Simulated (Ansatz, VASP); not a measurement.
Two plane-wave programs on Pt

```
Pt
1.0
     0.00000    1.95903    2.05698
     1.95903    0.00000    2.05698
     1.95903    1.95903    0.00000
Pt
1
Direct
  0.00000 0.00000 0.00000
```

Change from the starting cell: strain +0.000 along x and y, +0.050 along z, atoms carried along.

Alike in both runs: task single point; functional PBEsol; k mesh 26 × 26 × 26; occupations gaussian, width 0.15 eV; no spin polarisation.

|  | VASP | Ansatz |
| --- | --- | --- |
| version | VASP 6.6.1 | Ansatz 0.2.0 |
| potentials or method | VASP PAW PBE potentials, release 64 (Pt), cutoff 520 eV | scalar-relativistic, plane waves, PAW |
| valence electrons in the cell | 10 | 18 |

Ansatz gave:

* gap on the k mesh at the Fermi level (eV): none
* pressure (GPa): -11.9
* traceless stress, the component that is largest in VASP (GPa): -3.25

Question: Estimate VASP's values.

Answer: gap on the k mesh at the Fermi level (eV): none; pressure (GPa): -12.3; traceless stress, the component that is largest in VASP (GPa): -3.23.

VASP's potentials were made for PBE, not for PBEsol. A gap of «none» marks a metal or a gap that the smearing closes. VASP's potentials hold 10 valence electrons a cell and Ansatz's 18, so a difference there can come from the potentials and not from the codes.

Spin-orbit coupling is off throughout.
